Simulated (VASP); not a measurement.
Set up this calculation in VASP 6.6.1, as the native input.

```yaml
Task: single point
Functional: r2SCAN
Potentials_or_basis: VASP PAW PBE potentials, release 64 (Ga_d, N)
Cutoff: 520 eV
k_mesh: 10 × 10 × 10
Occupations: gaussian, width 0.05 eV
Spin: no spin polarisation
Dipole_correction: no
Further_INCAR_settings: ALGO = Normal; EDIFF = 1e-07; NBANDS = 16
```

Crystal: GaN.

```xyz
2
Lattice="0.1056 2.2535 2.2535 2.2535 0.1056 2.2535 2.3591 2.3591 0.0000" Properties=species:S:1:pos:R:3 pbc="T T T"
Ga    0.0000    0.0000    0.0000
N     3.5386    3.5386    3.3803
```

This cell differs from its parent crystal: strain +0.0937 x Voigt [0, 0, 0, 0, 0, 1].

The input as run:

POSCAR

```
GaN
1.0
    0.1055765035      2.2535006075      2.2535006075
    2.2535006075      0.1055765035      2.2535006075
    2.3590771110      2.3590771110      0.0000000000
Ga N
1 1
Direct
    0.0000000000      0.0000000000      0.0000000000
    0.7500000000      0.7500000000      0.7500000000
```

INCAR.step1

```
PREC     = Accurate       # precision mode
ENCUT    = 520            # plane-wave cutoff, eV
ISMEAR   = 0              # smearing method
SIGMA    = 0.05           # smearing width, eV
LREAL    = False          # projectors in reciprocal space
LASPH    = True           # aspherical terms in the spheres
NELM     = 100            # most SCF steps
NBANDS   = 16             # bands
GGA      = PE             # functional
ALGO     = Normal         # electronic algorithm
EDIFF    = 1E-4           # SCF threshold, eV
LWAVE    = True           # write WAVECAR
LCHARG   = False          # write CHGCAR
```

INCAR.step2

```
PREC     = Accurate       # precision mode
ENCUT    = 520            # plane-wave cutoff, eV
EDIFF    = 1E-7           # SCF threshold, eV
ISMEAR   = 0              # smearing method
SIGMA    = 0.05           # smearing width, eV
LREAL    = False          # projectors in reciprocal space
LASPH    = True           # aspherical terms in the spheres
NELM     = 100            # most SCF steps
ALGO     = Normal         # electronic algorithm
ISIF     = 2              # what is computed and relaxed
LWAVE    = False          # write WAVECAR
LCHARG   = False          # write CHGCAR
METAGGA  = R2SCAN         # meta-GGA
LMIXTAU  = True         
NBANDS   = 16             # bands
ISTART   = 1
```

KPOINTS

```
Automatic mesh
0
Gamma
  10 10 10
```

Potentials or basis: VASP PAW PBE potentials, release 64 (Ga_d, N).

Command:

```sh
$ cat potpaw_PBE.64/Ga_d/POTCAR potpaw_PBE.64/N/POTCAR > POTCAR
$ cp INCAR.step1 INCAR
$ mpirun -np 1 vasp_std > vasp.out
$ cp INCAR.step2 INCAR
$ mpirun -np 1 vasp_std > vasp.out
```

It gave:

```json
{
  "Pressure": "2.1 GPa",
  "Largest force": "0.823 eV/Å",
  "Band gap on the k mesh": "1.76 eV, direct"
}
```

Caveat: the cell differs from its parent crystal (strain +0.0937 x Voigt [0, 0, 0, 0, 0, 1]); the PAW data sets were made with another functional, which shifts forces and pressure a little.

Run time: 5.8 min on 1 thread of Intel(R) Xeon(R) Platinum 8375C CPU @ 2.90GHz (Ice Lake) (shared host), peak memory 0.2 GiB.
